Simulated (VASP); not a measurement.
Runs of VASP 6.6.1 on InH3. The structure is that of space group P6/mmm (No. 191), or close to it. The cells are those of the table. The cell was built from a structure type or drawn by symmetry, and may not be a known phase.

| task | cell | k mesh | cutoff (eV) | gap on the mesh (eV) | pressure (GPa) | relaxed volume (Å³/atom) |
| --- | --- | --- | --- | --- | --- | --- |
| relaxation of cell and atoms | relaxed from a = 2.915, b = 2.915, c = 5.314 Å, angles 90.0, 90.0, 120.0°, 4 atoms | 18 × 18 × 10 | 600 | none | -0.1 | 9.63 |
| single point | a = 3.514, b = 3.514, c = 5.430 Å, angles 90.0, 90.0, 120.0°, 4 atoms | 6 × 6 × 4 | 520 | none | (a) | - |
| single point | a = 2.915, b = 2.915, c = 5.314 Å, angles 90.0, 90.0, 120.0°, 4 atoms | 6 × 6 × 4 | 520 | none | -0.2 | - |
| single point | a = 2.982, b = 2.982, c = 4.999 Å, angles 90.0, 90.0, 120.0°, 4 atoms | 18 × 18 × 10 | 520 | none | -0.2 | - |
| relaxation of cell and atoms | relaxed from a = 3.514, b = 3.514, c = 5.430 Å, angles 90.0, 90.0, 120.0°, 4 atoms | 6 × 6 × 4 | 600 | none | 0.3 | 9.65 |

Alike in all rows: level PBE; potentials or basis VASP PAW PBE potentials, release 64 (In_d, H); no spin polarisation; smearing gaussian 0.1 eV.

Q: Fill in the values left out.

A: (a) -8.9.

Caveats: some runs use coarse meshes; spin-orbit coupling is left out, which moves the levels of the heavy elements; the cell stands under tension (at least some runs); the volume moved by over 15 % at a fixed basis, so the end points are rough (at least some runs).

A k mesh can miss the band edges, and the runs leave out spin-orbit coupling on In.

A gap of «none» marks levels without a gap at the run's occupations.
